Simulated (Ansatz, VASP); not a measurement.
## Sc2GeTe2: VASP beside Ansatz

```xyz
5
Lattice="-2.5230 2.5230 5.9887 2.5230 -2.5230 5.9887 2.5230 2.5230 -5.9887" Properties=species:S:1:pos:R:3 pbc="T T T"
Sc    0.0000    0.0000    7.6037
Sc    0.0000    0.0000    4.3738
Ge    0.0000    0.0000    0.0000
Te    0.0000    2.5230    2.9944
Te    2.5230    0.0000    2.9944
```

Change from the starting cell: species swapped into the HoSi2Os2 type (I4/mmm, No. 139).

Alike in both runs: task single point; functional PBE; k mesh 6 × 6 × 6; occupations gaussian, width 0.1 eV; collinear spin.

|  | VASP | Ansatz |
| --- | --- | --- |
| version | VASP 6.6.1 | Ansatz 0.2.0 |
| potentials or method | VASP PAW PBE potentials, release 64 (Sc_sv, Ge_d, Te), cutoff 520 eV | scalar-relativistic, plane waves, PAW |
| valence electrons in the cell | 48 | 68 |

Ansatz gave:

| Item | Value |
| --- | --- |
| gap on the k mesh at the Fermi level (eV) | none |
| pressure (GPa) | 0.1 |
| traceless stress, the component that is largest in VASP (GPa) | 0.07 |
| rms of the force components (eV/Å) | 0.010 |
| net moment per atom (μB) | 0.03 |
| size of the moment on the site where the two differ most (μB) | 0.30 |

Task: Which values does VASP return?

Result: gap on the k mesh at the Fermi level (eV): none; pressure (GPa): 0.2; traceless stress, the component that is largest in VASP (GPa): 0.04; rms of the force components (eV/Å): 0.017; net moment per atom (μB): 0.03; size of the moment on the site where the two differ most (μB): 0.15.

Site moments also hang on the region over which each program counts them. Atom by atom the forces differ by 0.007 eV/Å (rms over components). A gap of «none» marks a metal or a gap that the smearing closes. VASP's potentials hold 48 valence electrons a cell and Ansatz's 68, so a difference there can come from the potentials and not from the codes. Ansatz's warnings: seeded moment not kept.

Neither program's run includes spin-orbit coupling.
